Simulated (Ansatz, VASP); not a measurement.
**BN in VASP and in Ansatz**

```
B N
1.0
     0.00000   -1.81239   -1.81239
    -1.81239    0.00000   -1.81239
     1.81239    1.81239   -3.62479
B N
2 2
Direct
  0.97898 0.03306 0.00000
  0.52102 0.46694 0.50000
  0.35349 0.40884 0.87500
  0.89651 0.84116 0.37500
```

Change from the starting cell: mode 4 frozen in at -0.068 Å and mode 5 at +0.034 Å (largest displacements).

Alike in both runs: task single point; functional PBE; k mesh 6 × 6 × 6; occupations gaussian, width 0.05 eV; no spin polarisation.

|  | VASP | Ansatz |
| --- | --- | --- |
| version | VASP 6.6.1 | Ansatz 0.2.0 |
| potentials or method | VASP PAW PBE potentials, release 64 (B, N), cutoff 520 eV | scalar-relativistic, plane waves, PAW |
| valence electrons in the cell | 16 | 16 |

|  | VASP | Ansatz | Ansatz less VASP |
| --- | --- | --- | --- |
| gap on the k mesh at the Fermi level (eV) | 4.34 | 4.35 | +0.011 |
| least direct gap on the mesh (eV) | 6.29 | 6.30 | +0.013 |
| pressure (GPa) | 0.0 | -0.2 | -0.21 |
| traceless stress, the component that is largest in VASP (GPa) | -1.25 | -1.25 | -0.001 |
| rms of the force components (eV/Å) | 0.466 | 0.466 | +0.0003 |

Atom by atom the forces differ by 0.000 eV/Å (rms over components).

The k mesh is coarse, so the values compare programs but aren't converged.
